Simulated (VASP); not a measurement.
A run of VASP 6.6.1 is set up as follows.

The input INCAR:

```
SYSTEM = HfN
PREC = Accurate ; ENCUT = 520
EDIFF = 1E-6 ; ISMEAR = -1
SIGMA = 0.05 ; LREAL = .FALSE.
LASPH = .TRUE. ; NELM = 60
ALGO = Normal ; ISIF = 2
LWAVE = .FALSE. ; LCHARG = .TRUE.
LELF = .TRUE. ; LVHAR = .TRUE.
NBANDS = 23
```

File KPOINTS:

```
Automatic mesh
0
G
  10 10 5
  0 0 0
```

File POSCAR:

```
HfN
1.0
    3.0915527214      0.0000000000      0.0000000000
   -1.5457763607      2.6773631939      0.0000000000
    0.0000000000      0.0000000000      5.3435591820
Hf N
2 2
Direct
    0.3333333333      0.6666666667      0.2500000000
    0.6666666667      0.3333333333      0.7500000000
    0.0000000000      0.0000000000      0.5000000000
    0.0000000000      0.0000000000      0.0000000000
```

Potentials or basis: VASP PAW LDA potentials, release 64 (Hf_pv, N).

Run with:

```bash
$ cat potpaw_LDA.64/Hf_pv/POTCAR potpaw_LDA.64/N/POTCAR > POTCAR
$ mpirun -np 1 vasp_std > vasp.out
```

**Question.** What does it give for the band gap on the k mesh?

**Answer.** Zero (bands 15 and 16 overlap by 1.82 eV).

**Question.** What does it give for the pressure?

**Answer.** 1.4 GPa.

Stress tensor (GPa, compression positive):
```
1.63 0.00 0.00
0.00 1.63 0.00
0.00 0.00 1.06
```

Caveat: spin-orbit coupling is left out, which moves the levels of the heavy elements.
